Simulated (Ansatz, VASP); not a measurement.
**Cl in VASP and in Ansatz**

```
CELL_PARAMETERS angstrom
3.04138 -2.15475 0.00000
3.04138 2.15475 0.00000
0.00000 0.00000 7.91035
ATOMIC_POSITIONS crystal
Cl 0.12328 0.87672 0.08876
Cl 0.66658 0.33342 0.41124
Cl 0.83342 0.16658 0.91124
Cl 0.37672 0.62328 0.58876
```

Alike in both runs: task single point; functional PBEsol; k mesh 8 × 8 × 4; occupations gaussian, width 0.02 eV; no spin polarisation.

```csv
,VASP,Ansatz
version,VASP 6.6.1,Ansatz 0.2.0
potentials or method,"VASP PAW PBE potentials, release 64 (Cl), cutoff 520 eV","scalar-relativistic, plane waves, PAW"
valence electrons in the cell,28,28
```

|  | VASP | Ansatz | Ansatz less VASP |
| --- | --- | --- | --- |
| gap on the k mesh at the Fermi level (eV) | 3.08 | 3.02 | -0.067 |
| least direct gap on the mesh (eV) | 3.29 | 3.22 | -0.070 |
| pressure (GPa) | 5.7 | 6.3 | +0.61 |
| traceless stress, the component that is largest in VASP (GPa) | -4.99 | -5.53 | -0.544 |
| rms of the force components (eV/Å) | 1.577 | 1.751 | +0.1738 |

VASP's potentials were made for PBE, not for PBEsol. Atom by atom the forces differ by 0.174 eV/Å (rms over components). With one functional, cell and mesh, what is left measures potentials, basis and numerics.
